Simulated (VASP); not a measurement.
Crystal: MgGeSb2.

```
CELL_PARAMETERS angstrom
4.40241 0.00000 0.00000
0.00000 4.40241 0.00000
0.00000 0.00000 6.49518
ATOMIC_POSITIONS crystal
Mg 0.00000 0.00000 0.00000
Sb 0.00000 0.50000 0.26075
Sb 0.50000 0.00000 0.73925
Ge 0.50000 0.50000 0.50000
```

Base run:

```yaml
Program: VASP 6.6.1
Functional: r2SCAN
Potentials_or_basis: VASP PAW PBE potentials, release 64 (Mg, Sb, Ge_d)
Cutoff: 520 eV
k_mesh: 6 × 6 × 4
Occupations: fermi-dirac, width 0.02 eV
Spin: no spin polarisation
```

Its results: band gap on the k mesh zero (bands 13 and 14 overlap by 0.27 eV); pressure 0.1 GPa.

Question: The run is repeated on the same cell with these changes: functional from r2SCAN to LDA; potentials or basis from VASP PAW PBE potentials, release 64 (Mg, Sb, Ge_d) to VASP PAW LDA potentials, release 64 (Mg, Sb, Ge_d). What comes out?

Answer: Band gap on the k mesh zero (bands 13 and 14 overlap by 0.25 eV); pressure -1.7 GPa.

Caveats: semilocal functionals underestimate gaps, and a narrow one can read as zero; spin-orbit coupling is left out, which moves the levels of the heavy elements; the PAW data sets were made with another functional, which shifts forces and pressure a little (at least some runs).
